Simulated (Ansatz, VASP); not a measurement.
**One calculation of TaO5, two programs**

```xyz
6
Lattice="3.4952 0.0000 0.0000 -1.7476 3.0269 0.0000 0.0000 0.0000 8.8591" Properties=species:S:1:pos:R:3 pbc="T T T"
Ta    0.0000    0.0000    0.0000
O     0.0000    0.0000    1.8142
O     0.0000    0.0000    7.0449
O     1.7476    0.0000    4.4295
O    -0.8738    1.5134    4.4295
O     0.8738    1.5134    4.4295
```

Alike in both runs: functional PBE; k mesh 12 × 12 × 6; occupations gaussian, width 0.1 eV; no spin polarisation.

Ansatz relaxed the structure, and its values are those at the end. VASP's run is a single point on that final structure, the one shown.

```csv
,VASP,Ansatz
version,VASP 6.6.1,Ansatz 0.2.0
potentials or method,"VASP PAW PBE potentials, release 64 (Ta_pv, O), cutoff 520 eV","scalar-relativistic, plane waves, PAW"
valence electrons in the cell,41,43
```

VASP gave:

* gap on the k mesh at the Fermi level (eV): none
* pressure (GPa): 0.4
* rms of the force components (eV/Å): 0.089

**Question.** Estimate Ansatz's values.

**Answer.** gap on the k mesh at the Fermi level (eV): none; pressure (GPa): 0.0; rms of the force components (eV/Å): 0.000.

A gap of «none» marks a metal or a gap that the smearing closes. VASP's potentials hold 41 valence electrons a cell and Ansatz's 43, so a difference there can come from the potentials and not from the codes.

Spin-orbit coupling is off throughout.
